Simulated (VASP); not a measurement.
# MgS (Fm-3m) in VASP: a series of runs

MgS is run at these levels: PBE+D3(BJ); tasks: single point, relaxation of cell and atoms.

All numbers are computed with VASP 6.6.1; they aren't measurements. Logs are shortened: lines on timing, memory, paths and dates and some standing lists are left out, and cuts for length are marked.

**1. The cell of the first run**

It takes space group Fm-3m (No. 225, cubic). The conventional cell has a = 5.155 Å, b = 5.155 Å, c = 5.155 Å, α = 90.00°, β = 90.00°, γ = 90.00°. Mg (site symmetry m-3m) has 6 S at 2.58 Å within 3.4 Å. Within 3.4 Å of S (site symmetry m-3m) lie 6 Mg at 2.58 Å.

**2. Single point, PBE+D3(BJ)**

The input, INCAR:

```
ALGO = Normal
EDIFF = 1E-7
ENCUT = 520
GGA = PE
ISIF = 2
ISMEAR = 0
IVDW = 12
LASPH = T
LCHARG = F
LREAL = F
LWAVE = F
NBANDS = 11
NELM = 100
PREC = Accurate
SIGMA = 0.02
```

The input, KPOINTS:

```
k-points
0
Gamma
  8 8 8
```

The input, POSCAR:

```
MgS
1.0
    0.0000000000      2.5773884726      2.5773884726
    2.5773884726      0.0000000000      2.5773884726
    2.5773884726      2.5773884726      0.0000000000
Mg S
1 1
Direct
    0.0000000000      0.0000000000      0.0000000000
    0.5000000000      0.5000000000      0.5000000000
```

Potentials or basis: VASP PAW PBE potentials, release 64 (Mg, S).

Launch:

```
$ cat potpaw_PBE.64/Mg/POTCAR potpaw_PBE.64/S/POTCAR > POTCAR
$ mpirun -np 1 vasp_std > vasp.out
```

OUTCAR:

```text
EDIFF = 1E-7
   ENCUT = 520
   GGA = PE
   ISIF = 2
   ISMEAR = 0
   IVDW = 12
   LASPH = T
   LREAL = F
   NELM = 100
   PREC = Accurate
 IVDW          = 12

 ion  position               nearest neighbor table
   1  0.000  0.000  0.000-   2 2.58   2 2.58   2 2.58   2 2.58   2 2.58   2 2.58
   2  0.500  0.500  0.500-   1 2.58   1 2.58   1 2.58   1 2.58   1 2.58   1 2.58

  LATTYP: Found a face centered cubic cell.
 ALAT       =     5.1547769452

  Lattice vectors:

 A1 = (   0.0000000000,   2.5773884726,   2.5773884726)
 A2 = (   2.5773884726,   0.0000000000,   2.5773884726)
 A3 = (   2.5773884726,   2.5773884726,   0.0000000000)

Analysis of symmetry for initial positions (statically):
=====================================================================
 Subroutine PRICEL returns:
 Original cell was already a primitive cell.

 Routine SETGRP: Setting up the symmetry group for a
 face centered cubic supercell.

 Subroutine GETGRP returns: Found 48 space group operations
 (whereof 48 operations were pure point group operations)
 out of a pool of 48 trial point group operations.

The static configuration has the point symmetry O_h .

Analysis of symmetry for dynamics (positions and initial velocities):
=====================================================================
 Subroutine PRICEL returns:
 Original cell was already a primitive cell.

 Routine SETGRP: Setting up the symmetry group for a
 face centered cubic supercell.

 Subroutine GETGRP returns: Found 48 space group operations
 (whereof 48 operations were pure point group operations)
 out of a pool of 48 trial point group operations.

The dynamic configuration has the point symmetry O_h .

 Subroutine INISYM returns: Found 48 space group operations
 (whereof 48 operations are pure point group operations),
 and found     1 'primitive' translations

----------------------------------------------------------------------------------------

                                     Primitive cell

  volume of cell :      34.2428

  direct lattice vectors                    reciprocal lattice vectors
     0.000000000  2.577388473  2.577388473    -0.193994815  0.193994815  0.193994815
     2.577388473  0.000000000  2.577388473     0.193994815 -0.193994815  0.193994815
     2.577388473  2.577388473  0.000000000     0.193994815  0.193994815 -0.193994815

  length of vectors
     3.644977733  3.644977733  3.644977733     0.336008876  0.336008876  0.336008876

  position of ions in fractional coordinates (direct lattice)
     0.000000000  0.000000000  0.000000000
     0.500000000  0.500000000  0.500000000

  ion indices of the primitive-cell ions
   primitive index   ion index
                 1           1
                 2           2

----------------------------------------------------------------------------------------

 KPOINTS: k-points

Automatic generation of k-mesh.
 Grid dimensions read from file:
 generate k-points for:    8    8    8

 Generating k-lattice:

  Cartesian coordinates                     Fractional coordinates (reciprocal lattice)
    -0.024249352  0.024249352  0.024249352     0.125000000  0.000000000  0.000000000
     0.024249352 -0.024249352  0.024249352     0.000000000  0.125000000  0.000000000
     0.024249352  0.024249352 -0.024249352     0.000000000  0.000000000  0.125000000

  Length of vectors
     0.042001110  0.042001110  0.042001110

  Shift w.r.t. Gamma in fractional coordinates (k-lattice)
     0.000000000  0.000000000  0.000000000

 Subroutine IBZKPT returns following result:
 ===========================================

 Found     29 irreducible k-points:

 Following reciprocal coordinates:
            Coordinates               Weight
  0.000000  0.000000  0.000000      1.000000
  0.125000  0.000000  0.000000      8.000000
  0.250000  0.000000  0.000000      8.000000
  0.375000  0.000000  0.000000      8.000000
  0.500000  0.000000  0.000000      4.000000
  0.125000  0.125000  0.000000      6.000000
[... 16 lines left out ...]
  0.500000  0.250000  0.125000     48.000000
 -0.375000  0.250000  0.125000     24.000000
 [... further k-points ...]
   k-points           NKPTS =     29   k-points in BZ     NKDIM =     29   number of bands    NBANDS=     11
   number of dos      NEDOS =    301   number of ions     NIONS =      2
   total plane-waves  NPLWV =  21952
   dimension x,y,z NGX =    28 NGY =   28 NGZ =   28
   dimension x,y,z NGXF=    56 NGYF=   56 NGZF=   56
   ions per type =               1   1
   NGX,Y,Z   is equivalent  to a cutoff of  12.77, 12.77, 12.77 a.u.
   NGXF,Y,Z  is equivalent  to a cutoff of  25.54, 25.54, 25.54 a.u.
 SYSTEM =  unknown system
   PREC   = accura    normal or accurate (medium, high low for compatibility)
   ISTART =      0    job   : 0-new  1-cont  2-samecut
   ICHARG =      2    charge: 1-file 2-atom 10-const
   ISPIN  =      1    spin polarized calculation?
   LNONCOLLINEAR =      F non collinear calculations
   LSORBIT =      F    spin-orbit coupling
   LASPH  =      T    aspherical Exc in radial PAW
   ENCUT  =  520.0 eV  38.22 Ry    6.18 a.u.   6.78  6.78  6.78*2*pi/ulx,y,z
   NELM   =    100;   NELMIN=  2; NELMDL= -5     # of ELM steps
   EDIFF  = 0.1E-06   stopping-criterion for ELM
   LREAL  =      F    real-space projection
   EDIFFG = 0.1E-05   stopping-criterion for IOM
   NSW    =      0    number of steps for IOM
   IBRION =     -1    ionic relax: 0-MD 1-quasi-New 2-CG
   NFREE  =      0    steps in history (QN), initial steepest desc. (CG)
   ISIF   =      2    stress and relaxation
   ISYM   =      2    0-nonsym 1-usesym 2-fastsym
   POTIM  = 0.5000    time-step for ionic-motion
   TEBEG  =    0.0;   TEEND  =   0.0 temperature during run
   PSTRESS=    0.0 pullay stress
   NELECT =       8.0000    total number of electrons
   NUPDOWN=      -1.0000    fix difference up-down
   EMIN   =  10.00;   EMAX   =-10.00  energy-range for DOS
   EFERMI =   0.00;   METHOD = LEGACY
   ISMEAR =     0;   SIGMA  =   0.02  broadening in eV -4-tet -1-fermi 0-gaus
   EFERMI_NEDOS =   21; number of points for ismear=-14 and -15
   IALGO  =     38    algorithm
   IMIX   =      4    mixing-type and parameters
     AMIX     =   0.40;   BMIX     =  1.00
     AMIX_MAG =   1.60;   BMIX_MAG =  1.00
  volume/ion in A,a.u.               =      17.12       115.54
  Fermi-wavevector in a.u.,A,eV,Ry     =   1.008281  1.905375 13.832101  1.016631
  Thomas-Fermi vector in A             =   2.141138
   LORBIT       =      0    0 simple, 1 ext, 2 COOP (PROOUT), +10 PAW based schemes
   GGA     = PE    functional components
   LHFCALC =     F    Hartree Fock is set to
   AEXX    =    0.0000 exact exchange contribution
   IVDW    =    12    specifies the selected vdW correction
   LEPSILON=     F    determine dielectric tensor
   LRPA    =     F    only Hartree local field effects (RPA)
 non-spin polarized calculation
 Gauss-broadening in eV      SIGMA  =   0.02
  energy-cutoff  :      520.00
  volume of cell :       34.24
 maximum number of plane-waves:       941
   NGX = 13   NGY = 13   NGZ = 13

 number of electron       7.9999999 magnetization

 Free energy of the ion-electron system (eV)
  ---------------------------------------------------
  ext. energy  EPLUGINS =         0.00000000
  ---------------------------------------------------
  free energy    TOTEN  =        -8.48947385 eV

  energy without entropy =       -8.48947385  energy(sigma->0) =       -8.48947385

 E-fermi :   4.0845     XC(G=0):  -9.8048

 val. band max:        3.9797632790   @ k =   0.0000   0.0000   0.0000
 cond. band min:       6.8159429048   @ k =   0.5000   0.5000   0.0000
 fundamental gap:      2.8361796258
 Fermi energy:         4.0845056196

 k-point     1 :       0.0000    0.0000    0.0000
  band No.  band energies     occupation
      1      -8.8502      2.00000
      2       3.9798      2.00000
      3       3.9798      2.00000
      4       3.9798      2.00000
      5       7.9161      0.00000
      6      11.9151      0.00000
      7      11.9151      0.00000
      8      11.9151      0.00000
      9      14.3600      0.00000
     10      14.3600      0.00000
     11      16.5832      0.00000

 k-point     2 :       0.1250    0.0000    0.0000
  band No.  band energies     occupation
      1      -8.6923      2.00000
      2       2.9139      2.00000
      3       3.8727      2.00000
      4       3.8727      2.00000
      5       8.7038      0.00000
      6      11.6235      0.00000
      7      12.1766      0.00000
      8      12.1766      0.00000
      9      13.7453      0.00000
     10      13.7453      0.00000
     11      16.8873      0.00000

 k-point     3 :       0.2500    0.0000    0.0000
  band No.  band energies     occupation
      1      -8.2636      2.00000
      2       1.1031      2.00000
      3       3.6399      2.00000
      4       3.6399      2.00000
      5       9.0439      0.00000
      6      11.8300      0.00000
      7      11.8300      0.00000
      8      12.4455      0.00000
      9      14.3214      0.00000
     10      14.3214      0.00000
     11      16.0644      0.00000

 k-point     4 :       0.3750    0.0000    0.0000
  band No.  band energies     occupation
      1      -7.7362      2.00000
      2      -0.3949      2.00000
      3       3.4356      2.00000
      4       3.4356      2.00000
      5       8.7175      0.00000
      6      11.1675      0.00000
      7      11.1675      0.00000
      8      14.0471      0.00000
      9      15.7066      0.00000
     10      16.3166      0.00000
     11      16.3166      0.00000
[... 239 lines left out ...]
 k-point    22 :       0.3750    0.2500    0.1250
  band No.  band energies     occupation
      1      -7.9269      2.00000
      2       0.8328      2.00000
      3       2.4631      2.00000
      4       3.2720      2.00000
      5       9.9013      0.00000
      6      10.4539      0.00000
      7      11.1745      0.00000
      8      13.3057      0.00000
      9      14.1770      0.00000
     10      17.0787      0.00000
     11      19.1014      0.00000

 k-point    23 :       0.5000    0.2500    0.1250
  band No.  band energies     occupation
      1      -7.4799      2.00000
      2      -0.0479      2.00000
      3       1.9072      2.00000
      4       2.9464      2.00000
      5       9.6749      0.00000
      6      10.4309      0.00000
      7      11.8584      0.00000
      8      13.1096      0.00000
      9      15.7846      0.00000
     10      18.4370      0.00000
     11      19.0962      0.00000

 k-point    24 :      -0.3750    0.2500    0.1250
  band No.  band energies     occupation
      1      -7.2644      2.00000
      2      -0.4625      2.00000
      3       1.7601      2.00000
      4       2.7800      2.00000
      5       9.6191      0.00000
      6      10.1485      0.00000
      7      12.4875      0.00000
      8      13.5383      0.00000
      9      16.3702      0.00000
     10      17.5253      0.00000
     11      19.7266      0.00000

 [... further k-points ...]

------------------------ aborting loop because EDIFF is reached ----------------------------------------

 Edisp (eV)   -0.73154

 E8    (eV) :    -0.2944

  FORCE on cell =-STRESS in cart. coord.  units (eV):
  Direction    XX          YY          ZZ          XY          YZ          ZX
  --------------------------------------------------------------------------------------
  -------------------------------------------------------------------------------------
  Total      -0.06221    -0.06221    -0.06221     0.00000     0.00000    -0.00000
  in kB      -2.91079    -2.91079    -2.91079     0.00000     0.00000    -0.00000
  external pressure =       -2.91 kB  Pullay stress =        0.00 kB

 VOLUME and BASIS-vectors are now :
 -----------------------------------------------------------------------------
  energy-cutoff  :      520.00
  volume of cell :       34.24
      direct lattice vectors                 reciprocal lattice vectors
     0.000000000  2.577388473  2.577388473    -0.193994815  0.193994815  0.193994815
     2.577388473  0.000000000  2.577388473     0.193994815 -0.193994815  0.193994815
     2.577388473  2.577388473  0.000000000     0.193994815  0.193994815 -0.193994815

 POSITION                                       TOTAL-FORCE (eV/Angst)
 -----------------------------------------------------------------------------------
      0.00000      0.00000      0.00000        -0.000000      0.000000     -0.000000
      2.57739      2.57739      2.57739         0.000000     -0.000000      0.000000
 -----------------------------------------------------------------------------------
    total drift:                                0.000000      0.000000      0.000000

  FREE ENERGIE OF THE ION-ELECTRON SYSTEM (eV)
  ---------------------------------------------------
  free  energy   TOTEN  =        -9.2210154188 eV

  energy  without entropy=       -9.2210154188  energy(sigma->0) =       -9.22101542
```

Wall time 24 s (1 thread of AMD EPYC, shared host); peak memory 0.13 GiB.

What came out:

| Property | Result |
| --- | --- |
| Free energy | -9.2210 eV |
| Pressure | -0.3 GPa |
| Band gap on the k mesh | 2.84 eV, indirect (least direct gap 3.94 eV) |
| Dispersion energy per atom | -0.366 eV |

Levels at points of the mesh, in eV from the valence-band top:
| k point | band 1 | band 2 | band 3 | band 4 | band 5 | band 6 | band 7 | band 8 | band 9 |
| --- | --- | --- | --- | --- | --- | --- | --- | --- | --- |
| (0.00, 0.00, 0.00) | -12.83 | 0.00 | 0.00 | 0.00 | 3.94 | 7.94 | 7.94 | 7.94 | 10.38 |
| (0.50, 0.00, 0.00) | -11.45 | -4.98 | -0.62 | -0.62 | 4.59 | 6.94 | 6.94 | 10.42 | 12.31 |
| (0.50, 0.50, 0.00) | -11.06 | -4.34 | -1.75 | -1.75 | 2.84 | 4.31 | 12.28 | 12.90 | 13.67 |

**3. Relaxation of cell and atoms, PBE+D3(BJ)**

This run uses another cell than the first one, of 17.67 Å³/atom, 1.032 times its volume.

The input, INCAR:

```
SYSTEM = MgS
  PREC = Accurate
  ENCUT = 600
  EDIFF = 1E-7
  ISMEAR = 0
  SIGMA = 0.02
  LREAL = .False.
  LASPH = .True.
  NELM = 80
  ALGO = Normal
  ISIF = 3
  LWAVE = .False.
  LCHARG = .False.
  GGA = PE
  IVDW = 12
  IBRION = 2
  NSW = 70
  EDIFFG = -0.02
```

The input, KPOINTS:

```
Automatic mesh
0
Gamma
  8 8 8
  0 0 0
```

The input, POSCAR:

```
MgS
1.0
    0.0000000000      2.6043975400      2.6043975400
    2.6043975400      0.0000000000      2.6043975400
    2.6043975400      2.6043975400      0.0000000000
Mg S
1 1
Direct
    0.0000000000      0.0000000000      0.0000000000
    0.5000000000      0.5000000000      0.5000000000
```

Potentials or basis: VASP PAW PBE potentials, release 64 (Mg, S).

Launch:

```
$ cat potpaw_PBE.64/Mg/POTCAR potpaw_PBE.64/S/POTCAR > POTCAR
$ mpirun -np 1 vasp_std > vasp.out
```

Wall time 45 s (1 thread of AMD EPYC, shared host); peak memory 0.15 GiB.

Results (log left out):

```
Free energy                            : -9.2215 eV
Relaxed volume                         : 17.06 Å³/atom
Relaxed cell                           : a = 3.641 Å, b = 3.641 Å, c = 3.641 Å, α = 60.00°, β = 60.00°, γ = 60.00°
Space group after relaxing (to 0.05 Å) : Fm-3m (No. 225)
Energy gained by relaxing              : 5.1 meV/atom
Ionic steps                            : 3
Pressure after relaxing                : 0.0 GPa
Band gap on the k mesh                 : 2.84 eV, indirect (least direct gap 3.96 eV)
Dispersion energy per atom             : -0.367 eV
```

The path:
```csv
step,energy change (eV),largest force (eV/Å),pressure (GPa),volume (Å³)
1,0.0000,0.0000,-2.63,35.33
2,-0.0096,0.0000,0.65,33.87
3,-0.0102,0.0000,0.01,34.13
```

Final structure:
```yaml
crystal:
  lattice:
    - [0.00000, 2.57455, 2.57455]
    - [2.57455, 0.00000, 2.57455]
    - [2.57455, 2.57455, 0.00000]
  atoms:
    - { symbol: Mg, position: [0.00000, 0.00000, 0.00000] }
    - { symbol: S, position: [0.50000, 0.50000, 0.50000] }
```

Levels at points of the mesh, in eV from the valence-band top:
| k point | band 2 | band 3 | band 4 | band 5 | band 6 | band 7 |
| --- | --- | --- | --- | --- | --- | --- |
| (0.00, 0.00, 0.00) | 0.00 | 0.00 | 0.00 | 3.96 | 7.93 | 7.93 |
| (0.50, 0.00, 0.00) | -5.00 | -0.63 | -0.63 | 4.59 | 6.94 | 6.94 |
| (0.50, 0.50, 0.00) | -4.36 | -1.75 | -1.75 | 2.84 | 4.30 | 12.32 |

A k mesh can miss the band edges. Expect the measured gap to be larger: semilocal functionals such as PBE lack the derivative discontinuity.
